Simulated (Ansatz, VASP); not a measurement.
**Two plane-wave programs on Al3Cu**

Contents of POSCAR:

```
Al3Cu
1.0
    2.7321741500      0.0000000000      0.0000000000
    0.0000000000      2.7321741500      0.0000000000
    0.0000000000      0.0000000000      7.8196190074
Al Cu
3 1
Direct
    0.0000000000      0.0000000000      0.5000000000
    0.5000000000      0.5000000000      0.2226430005
    0.5000000000      0.5000000000      0.7773569995
    0.0000000000      0.0000000000      0.0000000000
```

The input INCAR.step1:

```
PREC = Accurate
ENCUT = 520
ISMEAR = 0
SIGMA = 0.15
LREAL = F
LASPH = T
NELM = 80
NBANDS = 18
GGA = PE
ALGO = Normal
EDIFF = 1E-4
LWAVE = T
LCHARG = F
```

File INCAR.step2:

```
PREC = Accurate
ENCUT = 520
EDIFF = 1E-6
ISMEAR = 0
SIGMA = 0.15
LREAL = F
LASPH = T
NELM = 80
ALGO = Normal
ISIF = 2
LWAVE = F
LCHARG = T
METAGGA = R2SCAN
LMIXTAU = T
LELF = T
LVHAR = T
NBANDS = 18
ISTART = 1
```

Contents of KPOINTS:

```
regular mesh
0
Gamma
  18 18 6
```

Input for Ansatz:

```yaml
crystal:
  lattice:
    - [2.73217415, 0.0, 0.0]
    - [0.0, 2.73217415, 0.0]
    - [0.0, 0.0, 7.8196190074]
  atoms:
    - { symbol: Al, position: [0.0, 0.0, 0.5] }
    - { symbol: Al, position: [0.5, 0.5, 0.2226430005] }
    - { symbol: Al, position: [0.5, 0.5, 0.7773569995] }
    - { symbol: Cu, position: [0.0, 0.0, 0.0] }
basis:
  ecutwfc: 500
kpoints:
  mp_grid: { grid: [18, 18, 6] }
hamiltonian:
  xc: r2scan
scf:
  occupations: { method: gaussian, width: 0.15 }
output:
  forces: true
  stress: true
  eigenvalues: true
```

Change from the starting cell: strain -0.015 along x and y, +0.030 along z, atoms carried along.

Alike in both runs: task single point; functional r2SCAN; k mesh 18 × 18 × 6; occupations gaussian, width 0.15 eV; no spin polarisation.

```csv
,VASP,Ansatz
version,VASP 6.6.1,Ansatz 0.2.0
potentials or method,"VASP PAW PBE potentials, release 64 (Al, Cu), cutoff 520 eV","scalar-relativistic, plane waves, PAW"
valence electrons in the cell,20,28
```

VASP gave:

* gap on the k mesh at the Fermi level (eV): none
* pressure (GPa): 0.2
* traceless stress, the component that is largest in VASP (GPa): -5.32
* rms of the force components (eV/Å): 0.057

Which values does Ansatz return?

gap on the k mesh at the Fermi level (eV): none; pressure (GPa): 0.4; traceless stress, the component that is largest in VASP (GPa): -5.42; rms of the force components (eV/Å): 0.049.

VASP's potentials were made for PBE, not for r2SCAN. Atom by atom the forces differ by 0.008 eV/Å (rms over components). A gap of «none» marks a metal or a gap that the smearing closes. With one functional, cell and mesh, what is left measures potentials, basis and numerics. VASP's potentials hold 20 valence electrons a cell and Ansatz's 28, so a difference there can come from the potentials and not from the codes.
